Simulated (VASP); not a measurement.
Crystal: Os.

```xyz
1
Lattice="-1.3910 1.3910 1.3910 1.3910 -1.3910 1.3910 1.3910 1.3910 -1.3910" Properties=species:S:1:pos:R:3 pbc="T T T"
Os    0.0000    0.0000    0.0000
```

This isn't the form of Os at room conditions, which is hcp.

Base run:

* Program: VASP 6.6.1
* Functional: PBEsol
* Dispersion: D3(BJ)
* Potentials or basis: VASP PAW PBE potentials, release 64 (Os)
* Cutoff: 520 eV
* k mesh: 19 × 19 × 19
* Occupations: fermi-dirac, width 0.05 eV
* Spin: no spin polarisation

Its results: band gap on the k mesh zero (bands 4 and 5 overlap by 7.14 eV); pressure 212.6 GPa.

Q: The run is repeated on the same cell with these changes: dispersion from D3(BJ) to none; further incar settings from ALGO = Normal; EDIFF = 1e-07; NBANDS = 10 to ALGO = Normal; EDIFF = 1e-06; NBANDS = 10. What comes out?

A: Band gap on the k mesh zero (bands 4 and 5 overlap by 7.14 eV); pressure 225.6 GPa.

Caveats: the cell stands under pressure; the PAW data sets were made with another functional, which shifts forces and pressure a little; spin-orbit coupling is left out, which moves the levels of the heavy elements.
